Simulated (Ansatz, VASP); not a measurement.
**One calculation of KBr, two programs**

The input POSCAR:

```
KBr
1.0
    0.0495337175      3.3022478341      3.3022478341
    3.3022478341      0.0495337175      3.3022478341
    3.3517815516      3.3517815516      0.0000000000
K Br
1 1
Direct
    0.0000000000      0.0000000000      0.0000000000
    0.5000000000      0.5000000000      0.5000000000
```

Contents of INCAR.step1:

```
PREC     = Accurate       # precision mode
ENCUT    = 520            # plane-wave cutoff, eV
ISMEAR   = 0              # smearing method
SIGMA    = 0.01           # smearing width, eV
LREAL    = False          # projectors in reciprocal space
LASPH    = True           # aspherical terms in the spheres
NELM     = 100            # most SCF steps
NBANDS   = 15             # bands
GGA      = PE             # functional
ALGO     = Normal         # electronic algorithm
EDIFF    = 1E-4           # SCF threshold, eV
LWAVE    = True           # write WAVECAR
LCHARG   = False          # write CHGCAR
```

File INCAR.step2:

```
PREC     = Accurate       # precision mode
ENCUT    = 520            # plane-wave cutoff, eV
EDIFF    = 1E-6           # SCF threshold, eV
ISMEAR   = 0              # smearing method
SIGMA    = 0.01           # smearing width, eV
LREAL    = False          # projectors in reciprocal space
LASPH    = True           # aspherical terms in the spheres
NELM     = 100            # most SCF steps
ALGO     = Normal         # electronic algorithm
ISIF     = 2              # what is computed and relaxed
LWAVE    = False          # write WAVECAR
LCHARG   = True           # write CHGCAR
METAGGA  = R2SCAN         # meta-GGA
LMIXTAU  = True         
LELF     = True           # ELF
LVHAR    = True         
NBANDS   = 15             # bands
ISTART   = 1
```

File KPOINTS:

```
regular mesh
0
Gamma
  6 6 6
```

Input for Ansatz:

```yaml
crystal:
  lattice:
    - [0.0495337175, 3.3022478341, 3.3022478341]
    - [3.3022478341, 0.0495337175, 3.3022478341]
    - [3.3517815516, 3.3517815516, 0.0]
  atoms:
    - { symbol: K, position: [0.0, 0.0, 0.0] }
    - { symbol: Br, position: [0.5, 0.5, 0.5] }
kpoints:
  mp_grid: { grid: [6, 6, 6] }
  band_path:
    path:
      - [0.0, 0.0, 0.0]
      - [0.5, 0.0, 0.5]
      - [0.625, 0.25, 0.625]
      - [0.375, 0.375, 0.75]
      - [0.5, 0.5, 0.5]
      - [0.5, 0.25, 0.75]
    npoints: 1
hamiltonian:
  xc: r2scan
scf:
  occupations: { method: fixed }
  n_extra_bands: 4
output:
  forces: true
  stress: true
  eigenvalues: true
  write_density: true
  write_potential: true
  elf: true
  volumetric_format: npy
```

Change from the starting cell: shear_xy strain +3.0%.

Alike in both runs: task single point; functional r2SCAN; k mesh 6 × 6 × 6; no spin polarisation.

```csv
,VASP,Ansatz
version,VASP 6.6.1,Ansatz 0.2.0
potentials or method,"VASP PAW PBE potentials, release 64 (K_sv, Br)","plane waves, PAW"
plane-wave cutoff (eV),520,500
occupations,"gaussian, width 0.01 eV",fixed
valence electrons in the cell,16,16
```

Ansatz gave:

* gap on the k mesh at the Fermi level (eV): 5.03
* pressure (GPa): 0.0
* traceless stress, the component that is largest in VASP (GPa): -0.16

Question: What did VASP give for the same quantities?

Answer: gap on the k mesh at the Fermi level (eV): 5.04; pressure (GPa): 0.0; traceless stress, the component that is largest in VASP (GPa): -0.16.

VASP's potentials were made for PBE, not for r2SCAN.
